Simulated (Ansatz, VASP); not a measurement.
## PbS: VASP beside Ansatz

```
CELL_PARAMETERS angstrom
0.00000 3.10391 3.10391
2.96500 0.13891 2.96500
2.96500 2.96500 0.13891
ATOMIC_POSITIONS crystal
Pb 0.00000 0.00000 0.00000
S 0.50000 0.50000 0.50000
```

Change from the starting cell: strain +0.0937 x Voigt [0, 0, 0, 1, 0, 0], atoms carried along.

Alike in both runs: task single point; functional PBE; k mesh 10 × 10 × 10; occupations gaussian, width 0.03 eV; no spin polarisation.

|  | VASP | Ansatz |
| --- | --- | --- |
| version | VASP 6.6.1 | Ansatz 0.2.0 |
| potentials or method | VASP PAW PBE potentials, release 64 (Pb_d, S), cutoff 520 eV | scalar-relativistic, plane waves, PAW |
| valence electrons in the cell | 20 | 20 |

|  | VASP | Ansatz | Ansatz less VASP |
| --- | --- | --- | --- |
| gap on the k mesh at the Fermi level (eV) | none | none | - |
| pressure (GPa) | 2.1 | 2.2 | +0.09 |
| traceless stress, the component that is largest in VASP (GPa) | -1.78 | -1.78 | +0.002 |

A gap of «none» marks a metal or a gap that the smearing closes.

Spin-orbit coupling is off throughout.
